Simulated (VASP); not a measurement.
# Li4Mg5Cl14 in VASP: a series of runs

Li4Mg5Cl14 is run at these levels: PBE; tasks: single point.

All numbers are computed with VASP 6.6.1; they aren't measurements. Logs are shortened: lines on timing, memory, paths and dates and some standing lists are left out, and cuts for length are marked.

### 1 The cell of the first run

The cell holds an amorphous packing of atoms, 23 atoms: a = 8.308 Å, b = 8.470 Å, c = 8.232 Å, α = 85.84°, β = 90.35°, γ = 91.58°.

### 2 Single point, PBE

INCAR

```
SYSTEM = Li4Mg5Cl14
PREC     = Accurate       ! precision mode
ENCUT    = 520            ! plane-wave cutoff, eV
EDIFF    = 1E-6           ! SCF threshold, eV
ISMEAR   = -1             ! smearing method
SIGMA    = 0.05           ! smearing width, eV
LREAL    = Auto         
LASPH    = .TRUE.         ! aspherical terms in the spheres
NELM     = 80             ! most SCF steps
ALGO     = Normal         ! electronic algorithm
ISIF     = 2              ! what is computed and relaxed
LWAVE    = .FALSE.        ! write WAVECAR
LCHARG   = .FALSE.        ! write CHGCAR
GGA      = PE             ! functional
NBANDS   = 77             ! bands
ISYM     = 0
```

KPOINTS

```
regular mesh
0
G
  1 1 1
  0 0 0
```

POSCAR

```
Li4Mg5Cl14
1.0
    8.3069090000     -0.1152490000     -0.0233070000
   -0.1152490000      8.4640910000      0.3031410000
   -0.0233070000      0.3031410000      8.2260140000
Mg Cl Li
5 14 4
Direct
    0.4026546323      0.6629279679      0.6336981708
    0.1100897674      0.2255472796      0.5032213943
    0.8784193020      0.7867020577      0.6506877657
    0.6913846853      0.9486254338      0.9831609623
    0.4078591324      0.5436692555      0.1308345124
    0.3824865587      0.2198000204      0.5123913254
    0.6321584840      0.2103730641      0.0438372724
    0.2109458474      0.3148637438      0.1464464326
    0.9511753219      0.9580542295      0.1011305750
    0.4614570812      0.4769279998      0.8326471058
    0.1770976117      0.7394693039      0.7695390683
    0.8753381521      0.3232062314      0.3771046884
    0.0536323349      0.2179083650      0.7878836638
    0.2657598437      0.6130968908      0.3682599203
    1.0282470860      0.9544396608      0.4764558584
    0.6629231127      0.6372910967      0.4990693778
    0.6358188492      0.9501457949      0.7028775885
    0.8426696978      0.6259222663      0.9017711860
    0.4326274912      0.8301892990      0.0722406787
    0.6550466031      0.2344149532      0.5555169719
    0.9264338069      0.3020012928      0.0625984126
    0.3427460950      0.2187431349      0.9221990591
    0.0547053523      0.7453129809      0.9956153850
```

Potentials or basis: VASP PAW PBE potentials, release 64 (Mg, Cl, Li_sv).

Run with:

```
cat potpaw_PBE.64/Mg/POTCAR potpaw_PBE.64/Cl/POTCAR potpaw_PBE.64/Li_sv/POTCAR > POTCAR
mpirun -np 1 vasp_gam > vasp.out
```

OUTCAR:

```text
SYSTEM = Li4Mg5Cl14
   PREC = Accurate
   ENCUT = 520
   EDIFF = 1E-6
   ISMEAR = -1
   LREAL = Auto
   LASPH = .TRUE.
   NELM = 80
   ISIF = 2
   GGA = PE
   ISYM = 0

 ion  position               nearest neighbor table
   1  0.403  0.663  0.634-  10 2.25  11 2.32  16 2.46  14 2.51  17 3.15
   2  0.110  0.226  0.503-   6 2.27  12 2.35  13 2.39  15 2.40   8 3.09
   3  0.878  0.787  0.651-  15 2.29  18 2.41  17 2.53  16 2.54  11 2.69   4 3.54
   4  0.691  0.949  0.983-  17 2.35   9 2.36   7 2.37  19 2.44  18 3.16   3 3.54
   5  0.408  0.544  0.131-  14 2.41  19 2.44   8 2.50  10 2.60
   6  0.382  0.220  0.512-   2 2.27  20 2.29
   7  0.632  0.210  0.044-   4 2.37  21 2.55  22 2.60
   8  0.211  0.315  0.146-  22 2.36  21 2.46   5 2.50   2 3.09
   9  0.951  0.958  0.101-  23 2.25   4 2.36
  10  0.461  0.477  0.833-   1 2.25  22 2.44   5 2.60
  11  0.177  0.739  0.770-  23 2.13   1 2.32   3 2.69
  12  0.875  0.323  0.377-   2 2.35  20 2.42
  13  0.054  0.218  0.788-   2 2.39
  14  0.266  0.613  0.368-   5 2.41   1 2.51
  15  0.028  0.954  0.476-   3 2.29   2 2.40
  16  0.663  0.637  0.499-   1 2.46   3 2.54
  17  0.636  0.950  0.703-   4 2.35   3 2.53  20 2.62   1 3.15
  18  0.843  0.626  0.902-  23 2.17   3 2.41   4 3.16
  19  0.433  0.830  0.072-   4 2.44   5 2.44
  20  0.655  0.234  0.556-   6 2.29  12 2.42  17 2.62
  21  0.926  0.302  0.063-   8 2.46   7 2.55
  22  0.343  0.219  0.922-   8 2.36  10 2.44   7 2.60
  23  0.055  0.745  0.996-  11 2.13  18 2.17   9 2.25

IMPORTANT INFORMATION: All symmetrisations will be switched off!
NOSYMM: (Re-)initialisation of all symmetry stuff for point group C_1.

----------------------------------------------------------------------------------------

                                     Primitive cell

  volume of cell :     577.4990

  direct lattice vectors                    reciprocal lattice vectors
     8.306909000 -0.115249000 -0.023307000     0.120405116  0.001629396  0.000281102
    -0.115249000  8.464091000  0.303141000     0.001629396  0.118324367 -0.004355814
    -0.023307000  0.303141000  8.226014000     0.000281102 -0.004355814  0.121726875

  length of vectors
     8.307741130  8.470301840  8.231630702     0.120416468  0.118415725  0.121805108

  position of ions in fractional coordinates (direct lattice)
     0.402654632  0.662927968  0.633698171
     0.110089767  0.225547280  0.503221394
     0.878419302  0.786702058  0.650687766
     0.691384685  0.948625434  0.983160962
     0.407859132  0.543669255  0.130834512
     0.382486559  0.219800020  0.512391325
[... 15 lines left out ...]
     0.342746095  0.218743135  0.922199059
     0.054705352  0.745312981  0.995615385

  ion indices of the primitive-cell ions
   primitive index   ion index
                 1           1
                 2           2
                 3           3
                 4           4
                 5           5
                 6           6
[... 15 lines left out ...]
                22          22
                23          23

----------------------------------------------------------------------------------------

 KPOINTS: regular mesh

Automatic generation of k-mesh.
 Grid dimensions read from file:
 generate k-points for:    1    1    1

 Generating k-lattice:

  Cartesian coordinates                     Fractional coordinates (reciprocal lattice)
     0.120405116  0.001629396  0.000281102     1.000000000  0.000000000  0.000000000
     0.001629396  0.118324367 -0.004355814    -0.000000000  1.000000000  0.000000000
     0.000281102 -0.004355814  0.121726875     0.000000000  0.000000000  1.000000000

  Length of vectors
     0.120416468  0.118415725  0.121805108

  Shift w.r.t. Gamma in fractional coordinates (k-lattice)
     0.000000000  0.000000000  0.000000000

 Subroutine IBZKPT returns following result:
 ===========================================

 Found      1 irreducible k-points:

 Following reciprocal coordinates:
            Coordinates               Weight
  0.000000  0.000000  0.000000      1.000000
   k-points           NKPTS =      1   k-points in BZ     NKDIM =      1   number of bands    NBANDS=     77
   number of dos      NEDOS =    301   number of ions     NIONS =     23
   total plane-waves  NPLWV = 262144
   dimension x,y,z NGX =    64 NGY =   64 NGZ =   64
   dimension x,y,z NGXF=   128 NGYF=  128 NGZF=  128
   ions per type =               5  14   4
   NGX,Y,Z   is equivalent  to a cutoff of  12.81, 12.56, 12.93 a.u.
   NGXF,Y,Z  is equivalent  to a cutoff of  25.61, 25.12, 25.85 a.u.
 SYSTEM =  Li4Mg5Cl14
   PREC   = accura    normal or accurate (medium, high low for compatibility)
   ISTART =      0    job   : 0-new  1-cont  2-samecut
   ICHARG =      2    charge: 1-file 2-atom 10-const
   ISPIN  =      1    spin polarized calculation?
   LNONCOLLINEAR =      F non collinear calculations
   LSORBIT =      F    spin-orbit coupling
   LASPH  =      T    aspherical Exc in radial PAW
   ENCUT  =  520.0 eV  38.22 Ry    6.18 a.u.  15.45 15.75 15.31*2*pi/ulx,y,z
   NELM   =     80;   NELMIN=  2; NELMDL= -5     # of ELM steps
   EDIFF  = 0.1E-05   stopping-criterion for ELM
   LREAL  =      T    real-space projection
   EDIFFG = 0.1E-04   stopping-criterion for IOM
   NSW    =      0    number of steps for IOM
   IBRION =     -1    ionic relax: 0-MD 1-quasi-New 2-CG
   NFREE  =      0    steps in history (QN), initial steepest desc. (CG)
   ISIF   =      2    stress and relaxation
   ISYM   =      0    0-nonsym 1-usesym 2-fastsym
   POTIM  = 0.5000    time-step for ionic-motion
   TEBEG  =    0.0;   TEEND  =   0.0 temperature during run
   PSTRESS=    0.0 pullay stress
   NELECT =     120.0000    total number of electrons
   NUPDOWN=      -1.0000    fix difference up-down
   EMIN   =  10.00;   EMAX   =-10.00  energy-range for DOS
   EFERMI =   0.00;   METHOD = LEGACY
   ISMEAR =    -1;   SIGMA  =   0.05  broadening in eV -4-tet -1-fermi 0-gaus
   EFERMI_NEDOS =   21; number of points for ismear=-14 and -15
   IALGO  =     38    algorithm
   IMIX   =      4    mixing-type and parameters
     AMIX     =   0.40;   BMIX     =  1.00
     AMIX_MAG =   1.60;   BMIX_MAG =  1.00
  volume/ion in A,a.u.               =      25.11       169.44
  Fermi-wavevector in a.u.,A,eV,Ry     =   0.969657  1.832386 12.792671  0.940235
  Thomas-Fermi vector in A             =   2.099728
   LORBIT       =      0    0 simple, 1 ext, 2 COOP (PROOUT), +10 PAW based schemes
   GGA     = PE    functional components
   LHFCALC =     F    Hartree Fock is set to
   AEXX    =    0.0000 exact exchange contribution
   IVDW    =     0    specifies the selected vdW correction
   LEPSILON=     F    determine dielectric tensor
   LRPA    =     F    only Hartree local field effects (RPA)
 non-spin polarized calculation
  energy-cutoff  :      520.00
  volume of cell :      577.50
 maximum number of plane-waves:      7794
 NGX is ok and might be reduce to    64
   NGX = 31   NGY = 31   NGZ = 31

 number of electron     119.9999992 magnetization

 Free energy of the ion-electron system (eV)
  ---------------------------------------------------
  ext. energy  EPLUGINS =         0.00000000
  ---------------------------------------------------
  free energy    TOTEN  =       -78.19049745 eV

  energy without entropy =      -78.19049745  energy(sigma->0) =      -78.19049745

 E-fermi :   0.9185     XC(G=0):  -7.5422

 val. band max:       -0.3684517428   @ k =   0.0000   0.0000   0.0000
 cond. band min:       3.3469320860   @ k =   0.0000   0.0000   0.0000
 fundamental gap:      3.7153838288
 Fermi energy:         0.9185468315

 k-point     1 :       0.0000    0.0000    0.0000
  band No.  band energies     occupation
      1     -45.0943      2.00000
      2     -44.8685      2.00000
      3     -44.7815      2.00000
      4     -44.3279      2.00000
      5     -14.6885      2.00000
      6     -14.4735      2.00000
[... 64 lines left out ...]
     71       6.8060      0.00000
     72       6.8465      0.00000
 [bands above 72 left out]

------------------------ aborting loop because EDIFF is reached ----------------------------------------

  FORCE on cell =-STRESS in cart. coord.  units (eV):
  Direction    XX          YY          ZZ          XY          YZ          ZX
  --------------------------------------------------------------------------------------
  -------------------------------------------------------------------------------------
  Total        2.1396951      4.7140501      6.3595389     -2.9238936     -1.1323316      0.6581094
  in kB        5.9362368     13.0783669     17.6435088     -8.1118683     -3.1414704      1.8258176
  external PRESSURE =      12.2193708 kB  Pullay stress =       0.0000000 kB

 VOLUME and BASIS-vectors are now :
 -----------------------------------------------------------------------------
  energy-cutoff  :      520.00
  volume of cell :      577.50
      direct lattice vectors                 reciprocal lattice vectors
     8.306909000 -0.115249000 -0.023307000     0.120405116  0.001629396  0.000281102
    -0.115249000  8.464091000  0.303141000     0.001629396  0.118324367 -0.004355814
    -0.023307000  0.303141000  8.226014000     0.000281102 -0.004355814  0.121726875

 POSITION                                       TOTAL-FORCE (eV/Angst)
 -----------------------------------------------------------------------------------
      3.25364      5.75678      5.40439         0.232523      0.336770     -1.324645
      0.87678      2.04891      4.20531        -0.511117     -0.166714      0.091486
      7.19112      6.75473      5.57058        -0.325976     -0.409838     -0.230610
      5.61103      8.24761      8.35895         0.099291     -0.024560      0.650930
      3.32234      4.59432      1.23155        -0.420130     -0.093793     -0.155220
      3.14001      1.97165      4.27265         0.769090     -0.014140      0.170195
[... 15 lines left out ...]
      2.80046      2.09152      7.64434        -0.246998      0.040185     -0.118646
      0.34533      6.60390      8.41461         0.079841      0.322513      0.825833
 -----------------------------------------------------------------------------------
    total drift:                                0.002521     -0.000748     -0.002196

  FREE ENERGIE OF THE ION-ELECTRON SYSTEM (eV)
  ---------------------------------------------------
  free  energy   TOTEN  =       -78.1904974505 eV

  energy  without entropy=      -78.1904974505  energy(sigma->0) =      -78.19049745
```

Wall time 48 s (1 thread of Intel Xeon Platinum 8559C (Emerald Rapids), shared host); peak memory 0.52 GiB.

What came out:

```
Free energy            : -78.1905 eV
Largest force          : 1.386 eV/Å
Band gap on the k mesh : 3.72 eV
```

Forces in eV/Å, atoms in the order of the input:
```
Mg   0.233  0.337 -1.325
Mg  -0.511 -0.167  0.091
Mg  -0.326 -0.410 -0.231
Mg   0.099 -0.025  0.651
Mg  -0.420 -0.094 -0.155
Cl   0.769 -0.014  0.170
Cl  -0.050 -0.086  0.039
Cl   0.365  0.255 -0.236
Cl  -0.417 -0.074 -0.325
Cl   0.071 -0.396  1.037
Cl   0.235  0.209 -0.536
Cl  -0.259  0.170 -0.021
Cl   0.046  0.297 -0.057
Cl   0.043  0.037  0.546
Cl   0.005 -0.031 -0.207
Cl   0.158  0.151 -0.002
Cl   0.225  0.205 -0.131
Cl  -0.754 -0.228  0.188
Cl   0.511 -0.249 -0.015
Li   0.156  0.034 -0.166
Li  -0.010 -0.283 -0.023
Li  -0.247  0.040 -0.119
Li   0.080  0.323  0.826
```

Caveat: the k points lie up to 0.77 Å⁻¹ apart; the cutoff is under 1.25 times the usual one of these potentials, so pressure, stress and relaxed cells hold a basis-set (Pulay) error.

### 3 Single point, PBE

INCAR

```
SYSTEM = Li4Mg5Cl14
  ALGO = Normal
  EDIFF = 1E-7
  ENCUT = 520
  GGA = PE
  ISIF = 2
  ISMEAR = -1
  ISYM = 0
  LASPH = .True.
  LCHARG = .True.
  LELF = .True.
  LREAL = Auto
  LVHAR = .True.
  LWAVE = .False.
  NBANDS = 77
  NELM = 100
  PREC = Accurate
  SIGMA = 0.05
```

KPOINTS

```
k-points
0
Gamma
  1 1 1
  0 0 0
```

POSCAR

```
Li4Mg5Cl14
1.0
    8.3069090000     -0.1152490000     -0.0233070000
   -0.1152490000      8.4640910000      0.3031410000
   -0.0233070000      0.3031410000      8.2260140000
Mg Cl Li
5 14 4
Direct
    0.4253064451      0.6651786125      0.6124240376
    0.1043003731      0.2141315878      0.4995176115
    0.8739106355      0.7787802797      0.6666441368
    0.6732666634      0.9395739739      1.0227804660
    0.3832583899      0.5197091809      0.1365085742
    0.3957481573      0.2262919510      0.5119924831
    0.6090974041      0.2053959653      0.0956806413
    0.1907760420      0.3201077304      0.1277781243
    0.9397593837      0.9780587207      0.0747154422
    0.4616912804      0.4743565415      0.8611290623
    0.2058528979      0.7491455391      0.7874465185
    0.8709076043      0.3212843127      0.3787068434
    0.0971924180      0.2202080957      0.7763251025
    0.2597229463      0.5830955288      0.4002962068
    1.0222042861      0.9426518839      0.4855321278
    0.6884443529      0.6406517272      0.5096374462
    0.6524417273      0.9419772469      0.7369940696
    0.8181387505      0.6176721076      0.9133761041
    0.4483213499      0.8003273663      0.1164340332
    0.6734097052      0.1749477497      0.5432096668
    0.9201431196      0.2788082534      0.0059119232
    0.3392427032      0.2260704093      0.9031997174
    0.0343040448      0.7319705479      1.0467972995
```

Potentials or basis: VASP PAW PBE potentials, release 64 (Mg, Cl, Li_sv).

Run with:

```
cat potpaw_PBE.64/Mg/POTCAR potpaw_PBE.64/Cl/POTCAR potpaw_PBE.64/Li_sv/POTCAR > POTCAR
mpirun -np 1 vasp_gam > vasp.out
```

It took 52 s on 1 thread of Intel Xeon Platinum 8559C (Emerald Rapids), shared host; peak memory 0.52 GiB.

It converged, with:

```
Free energy            : -78.3245 eV
Largest force          : 0.893 eV/Å
Band gap on the k mesh : 3.94 eV
```

Forces on the atoms (eV/Å):
```
Mg  -0.338 -0.281  0.777
Mg   0.389  0.064 -0.545
Mg   0.494 -0.311  0.404
Mg  -0.144  0.422  0.283
Mg   0.324  0.199  0.047
Cl   0.297 -0.298 -0.028
Cl   0.048 -0.547 -0.349
Cl  -0.279 -0.223  0.296
Cl   0.353 -0.112  0.179
Cl   0.112  0.221 -0.476
Cl  -0.298  0.119 -0.049
Cl  -0.011 -0.088  0.331
Cl  -0.728  0.218  0.265
Cl  -0.117  0.084 -0.198
Cl  -0.030 -0.009 -0.466
Cl  -0.300 -0.063 -0.432
Cl  -0.312  0.563 -0.373
Cl   0.578 -0.041  0.414
Cl  -0.127 -0.172  0.282
Li  -0.141  0.222 -0.338
Li  -0.050 -0.045  0.184
Li   0.167  0.052  0.086
Li   0.113  0.026 -0.294
```

Levels at points of the mesh, in eV from the valence-band top:
```csv
k point,band 56,band 57,band 58,band 59,band 60,band 61,band 62,band 63,band 64,band 65
"(0.00, 0.00, 0.00)",-0.48,-0.33,-0.29,-0.21,0.00,3.94,5.29,5.56,5.89,6.19
```

Caveat: the k points lie up to 0.77 Å⁻¹ apart; the cutoff is under 1.25 times the usual one of these potentials, so pressure, stress and relaxed cells hold a basis-set (Pulay) error.
